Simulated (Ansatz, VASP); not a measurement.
V: VASP beside Ansatz

```xyz
7
Lattice="2.6166 0.0000 0.0000 -1.3083 2.2660 0.0000 0.0000 0.0000 16.3465" Properties=species:S:1:pos:R:3 pbc="T T T"
V     0.0000    0.0000    0.0037
V     0.0000    1.5107    2.3315
V     1.3083    0.7553    4.6676
V     0.0000    1.5107    7.0050
V     1.3083    0.7553    9.3408
V     0.0000    0.0000   11.6766
V     1.3083    0.7553   14.0141
```

Alike in both runs: functional PBE; k mesh 18 × 18 × 3; occupations gaussian, width 0.1 eV; no spin polarisation.

Ansatz relaxed the structure, and its values are those at the end. VASP's run is a single point on that final structure, the one shown.

|  | VASP | Ansatz |
| --- | --- | --- |
| version | VASP 6.6.1 | Ansatz 0.2.0 |
| potentials or method | VASP PAW PBE potentials, release 64 (V_sv), cutoff 520 eV | scalar-relativistic, plane waves, PAW |
| valence electrons in the cell | 91 | 91 |

VASP gave:

* gap on the k mesh at the Fermi level (eV): none
* pressure (GPa): 0.2

Question: What did Ansatz give for the same quantities?

Answer: gap on the k mesh at the Fermi level (eV): none; pressure (GPa): 0.0.

A gap of «none» marks a metal or a gap that the smearing closes.
